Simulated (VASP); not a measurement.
Here is a VASP 6.6.1 calculation.

Contents of INCAR:

```
SYSTEM = Cu
PREC = Accurate
ENCUT = 520
EDIFF = 1E-6
ISMEAR = -1
SIGMA = 0.1
LREAL = .FALSE.
LASPH = .TRUE.
NELM = 150
ALGO = Normal
ISIF = 2
LWAVE = .FALSE.
LCHARG = .FALSE.
LNONCOLLINEAR = .TRUE.
MAGMOM = 0 0 0
LORBIT = 11
LSORBIT = .TRUE.
GGA_COMPAT = .FALSE.
LORBMOM = .TRUE.
LMAXMIX = 4
GGA = RE
NBANDS = 22
```

KPOINTS

```
Automatic mesh
0
G
  15 15 15
  0 0 0
```

Contents of POSCAR:

```
Cu
1.0
    0.0000000000      1.8301124949      1.8301124949
    1.8301124949      0.0000000000      1.8301124949
    1.8301124949      1.8301124949      0.0000000000
Cu
1
Direct
    0.0000000000      0.0000000000      0.0000000000
```

Potentials or basis: VASP PAW PBE potentials, release 64 (Cu).

Run with:

```bash
$ cat potpaw_PBE.64/Cu/POTCAR > POTCAR
$ mpirun -np 1 vasp_ncl > vasp.out
```

(1) What does it give for the net moment?

(2) Predict the pressure.

Results:

(1) 0.00 μB per cell.

(2) 0.3 GPa.

Caveat: the PAW data sets were made with another functional, which shifts forces and pressure a little.
